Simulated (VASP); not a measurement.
Write the native input for VASP 6.6.1 that does the following.

* Task: single point
* Functional: r2SCAN
* Potentials or basis: VASP PAW PBE potentials, release 64 (K_sv, Cl)
* Cutoff: 520 eV
* k mesh: 7 × 7 × 7
* Occupations: gaussian, width 0.01 eV
* Spin: no spin polarisation
* Dipole correction: no
* Further INCAR settings: ALGO = Normal; EDIFF = 1e-06; NBANDS = 15

The system is KCl (Sylvite).

```
K Cl
1.0
     0.00000    3.14647    3.14647
     3.14647    0.00000    3.14647
     3.14647    3.14647    0.00000
K Cl
1 1
Direct
  0.00000 0.00000 0.00000
  0.50000 0.50000 0.50000
```

One way to write it, as run:

POSCAR

```
KCl
1.0
    0.0000000000      3.1464700000      3.1464700000
    3.1464700000      0.0000000000      3.1464700000
    3.1464700000      3.1464700000      0.0000000000
K Cl
1 1
Direct
    0.0000000000      0.0000000000      0.0000000000
    0.5000000000      0.5000000000      0.5000000000
```

INCAR.step1

```
SYSTEM = KCl
  PREC = Accurate
  ENCUT = 520
  ISMEAR = 0
  SIGMA = 0.01
  LREAL = .FALSE.
  LASPH = .TRUE.
  NELM = 80
  NBANDS = 15
  GGA = PE
  ALGO = Normal
  EDIFF = 1E-4
  LWAVE = .TRUE.
  LCHARG = .FALSE.
```

INCAR.step2

```
SYSTEM = KCl
  PREC = Accurate
  ENCUT = 520
  EDIFF = 1E-6
  ISMEAR = 0
  SIGMA = 0.01
  LREAL = .FALSE.
  LASPH = .TRUE.
  NELM = 80
  ALGO = Normal
  ISIF = 2
  LWAVE = .FALSE.
  LCHARG = .FALSE.
  METAGGA = R2SCAN
  LMIXTAU = .TRUE.
  NBANDS = 15
  ISTART = 1
```

KPOINTS

```
Automatic mesh
0
G
  7 7 7
  0 0 0
```

Potentials or basis: VASP PAW PBE potentials, release 64 (K_sv, Cl).

Launch:

```console
$ cat potpaw_PBE.64/K_sv/POTCAR potpaw_PBE.64/Cl/POTCAR > POTCAR
$ cp INCAR.step1 INCAR
$ mpirun -np 1 vasp_std > vasp.out
$ cp INCAR.step2 INCAR
$ mpirun -np 1 vasp_std > vasp.out
```

Results of the run:

The pressure is 0.0 GPa and the band gap on the k mesh is 5.83 eV, direct.

Caveat: the PAW data sets were made with another functional, which shifts forces and pressure a little.

Wall time 46 s on 1 thread of Intel(R) Xeon(R) 6975P-C (Granite Rapids) (shared host), peak memory 0.21 GiB.
